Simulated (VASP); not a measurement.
Set up this calculation in VASP 6.6.1, as the native input.

```yaml
Task: single point
Functional: revPBE
Potentials_or_basis: VASP PAW PBE potentials, release 64 (Te, Mo_sv)
Cutoff: 520 eV
k_mesh: 8 × 8 × 2
Occupations: fermi-dirac, width 0.2 eV
Spin: no spin polarisation
Dipole_correction: no
Further_INCAR_settings: ALGO = Normal; EDIFF = 1e-06; NBANDS = 35
```

The structure of Te2Mo lies in POSCAR:

```
Te2Mo
1.0
    3.3967847529      0.0000000000      0.0000000000
   -1.6983923765      2.9417013315      0.0000000000
    0.0000000000      0.0000000000     13.4913624647
Te Mo
4 2
Direct
    0.3333333333      0.6666666667      0.6210000000
    0.6666666667      0.3333333333      0.1210000000
    0.3333333333      0.6666666667      0.8790000000
    0.6666666667      0.3333333333      0.3790000000
    0.3333333333      0.6666666667      0.2500000000
    0.6666666667      0.3333333333      0.7500000000
```

One way to write it, as run:

INCAR

```
SYSTEM = Te2Mo
ALGO = Normal
EDIFF = 1E-6
ENCUT = 520
GGA = RE
ISIF = 2
ISMEAR = -1
LASPH = .TRUE.
LCHARG = .FALSE.
LREAL = .FALSE.
LWAVE = .FALSE.
NBANDS = 35
NELM = 60
PREC = Accurate
SIGMA = 0.2
```

KPOINTS

```
k-points
0
G
  8 8 2
  0 0 0
```

Potentials or basis: VASP PAW PBE potentials, release 64 (Te, Mo_sv).

Command:

```bash
$ cat potpaw_PBE.64/Te/POTCAR potpaw_PBE.64/Mo_sv/POTCAR > POTCAR
$ mpirun -np 1 vasp_std > vasp.out
```

Results of the run:

```
Pressure               : 18.6 GPa
Largest force          : 1.990 eV/Å
Band gap on the k mesh : 0.77 eV, indirect (least direct gap 1.39 eV)
```

Caveat: the PAW data sets were made with another functional, which shifts forces and pressure a little; spin-orbit coupling is left out, which moves the levels of the heavy elements; this functional lacks dispersion, which binds the layers, so the pressure and a relaxed spacing across them are unreliable.

Wall time 88 s on 1 thread of AMD EPYC 7R43 64-Core Processor (Zen 3) (shared host), peak memory 0.26 GiB.
